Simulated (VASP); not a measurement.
# TiSi16 (a cell with a defect) in VASP: a series of runs

TiSi16 (a cell with a defect) is run at these levels: PBE; tasks: single point.

All numbers are computed with VASP 6.6.1; they aren't measurements. Logs are shortened: lines on timing, memory, paths and dates and some standing lists are left out, and cuts for length are marked.

## Step 1: The cell of the first run

The cell holds a defect, 17 atoms: a = 7.679 Å, b = 7.679 Å, c = 7.679 Å, α = 60.00°, β = 60.00°, γ = 60.00°.

## Step 2: Single point, PBE

INCAR reads:

```
  ALGO = Normal
  EDIFF = 1E-7
  ENCUT = 520
  GGA = PE
  ISIF = 2
  ISMEAR = 0
  LASPH = True
  LCHARG = True
  LELF = True
  LREAL = Auto
  LVHAR = True
  LWAVE = False
  NBANDS = 52
  NELM = 60
  PREC = Accurate
  SIGMA = 0.02
```

KPOINTS reads:

```
k-points
0
Gamma
  2 2 2
```

POSCAR reads:

```
TiSi16
1.0
    0.0000000000      5.4300000000      5.4300000000
    5.4300000000      0.0000000000      5.4300000000
    5.4300000000      5.4300000000      0.0000000000
Si Ti
16 1
Direct
   -0.0075581952     -0.0073618785      0.0228200737
    0.1265938306      0.1268452118      0.1371210866
    0.0035820442      0.0038663904      0.5163455801
    0.1132095764      0.1134174954      0.6607569061
    0.0070611418      0.4998631676     -0.0060114180
    0.1272549724      0.6102722836      0.1364450276
    0.0046367403      0.4769255064      0.5149947514
    0.1441025783      0.6182022099      0.6200961326
    0.4996298343      0.0072594843     -0.0059583794
    0.6100556169      0.1274574586      0.1364948435
    0.4767203499      0.0048104052      0.5150857274
    0.6179711786      0.1442895948      0.6201547882
    0.4999943831      0.5001954880     -0.0065439227
    0.6364625230      0.6366593923      0.0911013812
    0.5123561694      0.5125233886      0.4628953959
    0.6183377532      0.6185138122      0.6194668508
    0.8644230203      0.8646302026      0.4070893186
```

Potentials or basis: VASP PAW PBE potentials, release 64 (Si, Ti_sv).

On the command line:

```
$ cat potpaw_PBE.64/Si/POTCAR potpaw_PBE.64/Ti_sv/POTCAR > POTCAR
$ mpirun -np 1 vasp_std > vasp.out
```

OUTCAR:

```text
EDIFF = 1E-7
   ENCUT = 520
   GGA = PE
   ISIF = 2
   ISMEAR = 0
   LASPH = True
   LREAL = Auto
   NELM = 60
   PREC = Accurate

 ion  position               nearest neighbor table
   1  0.992  0.993  0.023-   4 2.27   6 2.40  10 2.40   2 2.40  17 2.41
   2  0.127  0.127  0.137-   5 2.34   9 2.34   3 2.38   1 2.40  17 2.85
   3  0.004  0.004  0.516-   4 2.28   2 2.38  12 2.42   8 2.42  17 2.43
   4  0.113  0.113  0.661-   1 2.27   3 2.28  11 2.29   7 2.29
   5  0.007  0.500  0.994-  14 2.33   2 2.34   6 2.34   8 2.35
   6  0.127  0.610  0.136-  13 2.34   5 2.34   7 2.37   1 2.40  17 2.85
   7  0.005  0.477  0.515-   4 2.29   6 2.37   8 2.42  16 2.43  17 2.44
   8  0.144  0.618  0.620-  15 2.32   5 2.35   3 2.42   7 2.42  17 2.69
   9  0.500  0.007  0.994-  14 2.33   2 2.34  10 2.34  12 2.35
  10  0.610  0.127  0.136-  13 2.34   9 2.34  11 2.37   1 2.40  17 2.85
  11  0.477  0.005  0.515-   4 2.29  10 2.37  12 2.42  16 2.43  17 2.44
  12  0.618  0.144  0.620-  15 2.32   9 2.35   3 2.42  11 2.42  17 2.69
  13  0.500  0.500  0.993-  14 2.33   6 2.34  10 2.34  16 2.35
  14  0.636  0.637  0.091-  13 2.33   5 2.33   9 2.33  15 2.33
  15  0.512  0.513  0.463-  12 2.32   8 2.32  16 2.32  14 2.33
  16  0.618  0.619  0.619-  15 2.32  13 2.35   7 2.43  11 2.43  17 2.69
  17  0.864  0.865  0.407-   1 2.41   3 2.43  11 2.44   7 2.44  16 2.69   8 2.69  12 2.69   2 2.85
                            10 2.85   6 2.85

  LATTYP: Found a face centered cubic cell.
 ALAT       =    10.8600000000

  Lattice vectors:

 A1 = (   0.0000000000,   5.4300000000,   5.4300000000)
 A2 = (   5.4300000000,   0.0000000000,   5.4300000000)
 A3 = (   5.4300000000,   5.4300000000,   0.0000000000)

Analysis of symmetry for initial positions (statically):
=====================================================================
 Subroutine PRICEL returns:
 Original cell was already a primitive cell.

 Routine SETGRP: Setting up the symmetry group for a
 face centered cubic supercell.

 Subroutine GETGRP returns: Found  1 space group operations
 (whereof  1 operations were pure point group operations)
 out of a pool of 48 trial point group operations.

The static configuration has the point symmetry C_1 .

Analysis of symmetry for dynamics (positions and initial velocities):
=====================================================================
 Subroutine PRICEL returns:
 Original cell was already a primitive cell.

 Routine SETGRP: Setting up the symmetry group for a
 face centered cubic supercell.

 Subroutine GETGRP returns: Found  1 space group operations
 (whereof  1 operations were pure point group operations)
 out of a pool of 48 trial point group operations.

The dynamic configuration has the point symmetry C_1 .

 Subroutine INISYM returns: Found  1 space group operations
 (whereof  1 operations are pure point group operations),
 and found     1 'primitive' translations

----------------------------------------------------------------------------------------

                                     Primitive cell

  volume of cell :     320.2060

  direct lattice vectors                    reciprocal lattice vectors
     0.000000000  5.430000000  5.430000000    -0.092081031  0.092081031  0.092081031
     5.430000000  0.000000000  5.430000000     0.092081031 -0.092081031  0.092081031
     5.430000000  5.430000000  0.000000000     0.092081031  0.092081031 -0.092081031

  length of vectors
     7.679179644  7.679179644  7.679179644     0.159489025  0.159489025  0.159489025

  position of ions in fractional coordinates (direct lattice)
     0.992441805  0.992638122  0.022820074
     0.126593831  0.126845212  0.137121087
     0.003582044  0.003866390  0.516345580
     0.113209576  0.113417495  0.660756906
     0.007061142  0.499863168  0.993988582
     0.127254972  0.610272284  0.136445028
[... 9 lines left out ...]
     0.618337753  0.618513812  0.619466851
     0.864423020  0.864630203  0.407089319

  ion indices of the primitive-cell ions
   primitive index   ion index
                 1           1
                 2           2
                 3           3
                 4           4
                 5           5
                 6           6
[... 9 lines left out ...]
                16          16
                17          17

----------------------------------------------------------------------------------------

 KPOINTS: k-points

Automatic generation of k-mesh.
 Grid dimensions read from file:
 generate k-points for:    2    2    2

 Generating k-lattice:

  Cartesian coordinates                     Fractional coordinates (reciprocal lattice)
    -0.046040516  0.046040516  0.046040516     0.500000000  0.000000000  0.000000000
     0.046040516 -0.046040516  0.046040516     0.000000000  0.500000000  0.000000000
     0.046040516  0.046040516 -0.046040516     0.000000000  0.000000000  0.500000000

  Length of vectors
     0.079744512  0.079744512  0.079744512

  Shift w.r.t. Gamma in fractional coordinates (k-lattice)
     0.000000000  0.000000000  0.000000000

 Subroutine IBZKPT returns following result:
 ===========================================

 Found      8 irreducible k-points:

 Following reciprocal coordinates:
            Coordinates               Weight
  0.000000  0.000000  0.000000      1.000000
  0.500000  0.000000  0.000000      1.000000
  0.000000  0.500000  0.000000      1.000000
  0.000000  0.000000  0.500000      1.000000
  0.500000  0.500000  0.500000      1.000000
  0.500000  0.500000  0.000000      1.000000
  0.000000  0.500000  0.500000      1.000000
  0.500000  0.000000  0.500000      1.000000
   k-points           NKPTS =      8   k-points in BZ     NKDIM =      8   number of bands    NBANDS=     52
   number of dos      NEDOS =    301   number of ions     NIONS =     17
   total plane-waves  NPLWV = 216000
   dimension x,y,z NGX =    60 NGY =   60 NGZ =   60
   dimension x,y,z NGXF=   120 NGYF=  120 NGZF=  120
   ions per type =              16   1
   NGX,Y,Z   is equivalent  to a cutoff of  12.99, 12.99, 12.99 a.u.
   NGXF,Y,Z  is equivalent  to a cutoff of  25.98, 25.98, 25.98 a.u.
 SYSTEM =  unknown system
   PREC   = accura    normal or accurate (medium, high low for compatibility)
   ISTART =      0    job   : 0-new  1-cont  2-samecut
   ICHARG =      2    charge: 1-file 2-atom 10-const
   ISPIN  =      1    spin polarized calculation?
   LNONCOLLINEAR =      F non collinear calculations
   LSORBIT =      F    spin-orbit coupling
   LASPH  =      T    aspherical Exc in radial PAW
   ENCUT  =  520.0 eV  38.22 Ry    6.18 a.u.  14.28 14.28 14.28*2*pi/ulx,y,z
   NELM   =     60;   NELMIN=  2; NELMDL= -5     # of ELM steps
   EDIFF  = 0.1E-06   stopping-criterion for ELM
   LREAL  =      T    real-space projection
   EDIFFG = 0.1E-05   stopping-criterion for IOM
   NSW    =      0    number of steps for IOM
   IBRION =     -1    ionic relax: 0-MD 1-quasi-New 2-CG
   NFREE  =      0    steps in history (QN), initial steepest desc. (CG)
   ISIF   =      2    stress and relaxation
   ISYM   =      2    0-nonsym 1-usesym 2-fastsym
   POTIM  = 0.5000    time-step for ionic-motion
   TEBEG  =    0.0;   TEEND  =   0.0 temperature during run
   PSTRESS=    0.0 pullay stress
   NELECT =      76.0000    total number of electrons
   NUPDOWN=      -1.0000    fix difference up-down
   EMIN   =  10.00;   EMAX   =-10.00  energy-range for DOS
   EFERMI =   0.00;   METHOD = LEGACY
   ISMEAR =     0;   SIGMA  =   0.02  broadening in eV -4-tet -1-fermi 0-gaus
   EFERMI_NEDOS =   21; number of points for ismear=-14 and -15
   IALGO  =     38    algorithm
   IMIX   =      4    mixing-type and parameters
     AMIX     =   0.40;   BMIX     =  1.00
     AMIX_MAG =   1.60;   BMIX_MAG =  1.00
  volume/ion in A,a.u.               =      18.84       127.11
  Fermi-wavevector in a.u.,A,eV,Ry     =   1.013607  1.915439 13.978610  1.027399
  Thomas-Fermi vector in A             =   2.146786
   LORBIT       =      0    0 simple, 1 ext, 2 COOP (PROOUT), +10 PAW based schemes
   GGA     = PE    functional components
   LHFCALC =     F    Hartree Fock is set to
   AEXX    =    0.0000 exact exchange contribution
   IVDW    =     0    specifies the selected vdW correction
   LEPSILON=     F    determine dielectric tensor
   LRPA    =     F    only Hartree local field effects (RPA)
 non-spin polarized calculation
 Gauss-broadening in eV      SIGMA  =   0.02
  energy-cutoff  :      520.00
  volume of cell :      320.21
 maximum number of plane-waves:      8646
 NGX is ok and might be reduce to    60
   NGX = 29   NGY = 29   NGZ = 29

 number of electron      76.0000000 magnetization

 Free energy of the ion-electron system (eV)
  ---------------------------------------------------
  ext. energy  EPLUGINS =         0.00000000
  ---------------------------------------------------
  free energy    TOTEN  =       -92.05647467 eV

  energy without entropy =      -92.04865325  energy(sigma->0) =      -92.05256396

 E-fermi :   6.8910     XC(G=0):  -9.7592

 val. band max:        6.8855438370   @ k =   0.5000   0.5000   0.5000
 cond. band min:       6.8914451735   @ k =   0.5000   0.0000   0.0000
 fundamental gap:      0.0059013365
 Fermi energy:         6.8909928926

 k-point     1 :       0.0000    0.0000    0.0000
  band No.  band energies     occupation
      1     -49.8830      2.00000
      2     -26.2598      2.00000
      3     -26.2542      2.00000
      4     -26.2494      2.00000
      5      -5.7108      2.00000
      6      -3.5164      2.00000
[... 42 lines left out ...]
     49       8.2347      0.00000
     50       8.4929      0.00000

 k-point     2 :       0.5000    0.0000    0.0000
  band No.  band energies     occupation
      1     -49.8830      2.00000
      2     -26.2598      2.00000
      3     -26.2542      2.00000
      4     -26.2494      2.00000
      5      -5.0055      2.00000
      6      -4.7873      2.00000
[... 42 lines left out ...]
     49       9.3592      0.00000
     50       9.8476      0.00000

 k-point     3 :       0.0000    0.5000    0.0000
  band No.  band energies     occupation
      1     -49.8830      2.00000
      2     -26.2598      2.00000
      3     -26.2542      2.00000
      4     -26.2494      2.00000
      5      -5.0055      2.00000
      6      -4.7872      2.00000
[... 42 lines left out ...]
     49       9.3591      0.00000
     50       9.8476      0.00000

 k-point     4 :       0.0000    0.0000    0.5000
  band No.  band energies     occupation
      1     -49.8830      2.00000
      2     -26.2598      2.00000
      3     -26.2542      2.00000
      4     -26.2494      2.00000
      5      -4.9772      2.00000
      6      -4.8213      2.00000
[... 42 lines left out ...]
     49       9.4351      0.00000
     50       9.8564      0.00000

 k-point     5 :       0.5000    0.5000    0.5000
  band No.  band energies     occupation
      1     -49.8830      2.00000
      2     -26.2598      2.00000
      3     -26.2542      2.00000
      4     -26.2494      2.00000
      5      -5.0050      2.00000
      6      -4.7879      2.00000
[... 42 lines left out ...]
     49       9.3596      0.00000
     50       9.8469      0.00000

 k-point     6 :       0.5000    0.5000    0.0000
  band No.  band energies     occupation
      1     -49.8830      2.00000
      2     -26.2598      2.00000
      3     -26.2542      2.00000
      4     -26.2494      2.00000
      5      -4.6831      2.00000
      6      -4.5880      2.00000
[... 42 lines left out ...]
     49       9.8529      0.00000
     50      10.4996      0.00000

 k-point     7 :       0.0000    0.5000    0.5000
  band No.  band energies     occupation
      1     -49.8830      2.00000
      2     -26.2598      2.00000
      3     -26.2542      2.00000
      4     -26.2494      2.00000
      5      -4.6859      2.00000
      6      -4.5847      2.00000
[... 42 lines left out ...]
     49       9.8532      0.00000
     50      10.4960      0.00000

 k-point     8 :       0.5000    0.0000    0.5000
  band No.  band energies     occupation
      1     -49.8830      2.00000
      2     -26.2598      2.00000
      3     -26.2542      2.00000
      4     -26.2494      2.00000
      5      -4.6857      2.00000
      6      -4.5850      2.00000
[... 42 lines left out ...]
     49       9.8532      0.00000
     50      10.4962      0.00000
 [bands above 50 left out]

------------------------ aborting loop because EDIFF is reached ----------------------------------------

  FORCE on cell =-STRESS in cart. coord.  units (eV):
  Direction    XX          YY          ZZ          XY          YZ          ZX
  --------------------------------------------------------------------------------------
  -------------------------------------------------------------------------------------
  Total        7.4208793      7.4259721      7.4797731     -0.1380834      0.0933095      0.0917040
  in kB       37.1309847     37.1564669     37.4256646     -0.6909115      0.4668817      0.4588484
  external PRESSURE =      37.2377054 kB  Pullay stress =       0.0000000 kB

 VOLUME and BASIS-vectors are now :
 -----------------------------------------------------------------------------
  energy-cutoff  :      520.00
  volume of cell :      320.21
      direct lattice vectors                 reciprocal lattice vectors
     0.000000000  5.430000000  5.430000000    -0.092081031  0.092081031  0.092081031
     5.430000000  0.000000000  5.430000000     0.092081031 -0.092081031  0.092081031
     5.430000000  5.430000000  0.000000000     0.092081031  0.092081031 -0.092081031

 POSITION                                       TOTAL-FORCE (eV/Angst)
 -----------------------------------------------------------------------------------
      5.51394      5.51287     10.77898        -0.134740     -0.134686      0.129471
      1.43334      1.43197      1.37617         0.009860      0.008712     -0.010989
      2.82475      2.82321      0.04044        -0.002140     -0.001938     -0.142198
      4.20377      4.20264      1.23058        -0.079853     -0.080358      0.074486
      8.11162      5.43570      2.75260         0.056156      0.020231     -0.054658
      4.05467      1.43189      4.00477         0.011946      0.014423     -0.013644
[... 9 lines left out ...]
      6.72224      6.72128      6.71610         0.069058      0.069159      0.017868
      6.90544      6.90431      9.38876        -0.377055     -0.373744      0.375769
 -----------------------------------------------------------------------------------
    total drift:                                0.007074      0.008799     -0.000062

  FREE ENERGIE OF THE ION-ELECTRON SYSTEM (eV)
  ---------------------------------------------------
  free  energy   TOTEN  =       -92.0564746715 eV

  energy  without entropy=      -92.0486532528  energy(sigma->0) =      -92.05256396
```

Run time: 3 min. Hardware: 1 thread of Intel Xeon 6975P-C (Granite Rapids), shared host; peak memory 0.5 GiB.

Results:

```yaml
Free_energy: -92.0565 eV
Pressure: 3.7 GPa
Largest_force: 0.650 eV/Å
Band_gap_on_the_k_mesh: zero (band 38 reaches 6.91 eV, above the bottom of band 39 at 6.57 eV)
```

Forces in eV/Å, atoms in the order of the input:
```
Si  -0.135 -0.135  0.129
Si   0.010  0.009 -0.011
Si  -0.002 -0.002 -0.142
Si  -0.080 -0.080  0.074
Si   0.056  0.020 -0.055
Si   0.012  0.014 -0.014
Si   0.134  0.000  0.011
Si   0.066 -0.021 -0.072
Si   0.020  0.056 -0.055
Si   0.015  0.011 -0.013
Si   0.000  0.135  0.011
Si  -0.021  0.066 -0.072
Si   0.059  0.058 -0.017
Si   0.087  0.086 -0.084
Si   0.086  0.086 -0.085
Si   0.069  0.069  0.018
Ti  -0.377 -0.374  0.376
```

Stress tensor (GPa, compression positive):
```
 3.71 -0.07  0.05
-0.07  3.72  0.05
 0.05  0.05  3.74
```

Levels at points of the mesh, in eV from the Fermi level:
```csv
k point,band 33,band 34,band 35,band 36,band 37,band 38,band 39,band 40,band 41,band 42
"(0.00, 0.00, 0.00)",-1.59,-1.00,-1.00,-0.97,-0.51,-0.33,-0.32,-0.03,-0.02,0.24
"(0.50, 0.00, 0.00)",-1.91,-1.88,-1.35,-1.31,-0.21,0.00,0.26,0.37,0.54,0.78
"(0.00, 0.50, 0.00)",-1.91,-1.88,-1.35,-1.31,-0.21,0.00,0.26,0.37,0.54,0.78
"(0.00, 0.00, 0.50)",-1.94,-1.94,-1.33,-1.33,-0.35,-0.10,-0.09,0.57,0.58,0.93
"(0.50, 0.50, 0.50)",-1.91,-1.88,-1.36,-1.31,-0.21,-0.01,0.27,0.37,0.54,0.78
"(0.50, 0.50, 0.00)",-2.38,-1.98,-1.94,-1.81,-0.61,0.01,0.52,0.69,1.12,1.34
"(0.00, 0.50, 0.50)",-2.37,-1.98,-1.94,-1.80,-0.61,0.01,0.52,0.69,1.12,1.34
"(0.50, 0.00, 0.50)",-2.37,-1.98,-1.94,-1.80,-0.61,0.01,0.52,0.69,1.12,1.34
```

Caveat: the k points lie up to 0.50 Å⁻¹ apart.

[end of part 1 of 2]
